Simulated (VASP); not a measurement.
AlN, 4 atoms in the cell. Symmetry: P6_3mc, No. 186, hexagonal system. The conventional cell has a = 3.067 Å, b = 3.067 Å, c = 4.616 Å, α = 90.00°, β = 90.00°, γ = 120.00°. Within 2.3 Å of Al (site symmetry 3m) lie 4 N at 1.76 to 1.85 Å. N (site symmetry 3m) has 4 Al at 1.76 to 1.85 Å within 2.3 Å. 

```yaml
Program: VASP 6.6.1
Task: relaxation of the atoms
Functional: PBE
Potentials_or_basis: VASP PAW PBE potentials, release 64 (Al, N)
Cutoff: 520 eV
k_mesh: 9 × 9 × 6
Occupations: gaussian, width 0.05 eV
Spin: no spin polarisation
Dipole_correction: no
Further_INCAR_settings: ALGO = Normal; EDIFF = 1e-06; IBRION = 2; EDIFFG = -0.01; NSW = 50
```

Potentials or basis: VASP PAW PBE potentials, release 64 (Al, N).

Command:

```sh
$ cat potpaw_PBE.64/Al/POTCAR potpaw_PBE.64/N/POTCAR > POTCAR
$ mpirun -np 1 vasp_std > vasp.out
```

Hardware: 1 thread of Intel Xeon 8259CL, with other jobs on the host.

Problem. Estimate the wall time of this run.

Solution. Wall time 69 s on 1 thread of Intel Xeon 8259CL, on a shared host, peak memory 0.16 GiB. Counts: scf iterations 30, k points 48, ion steps 3.
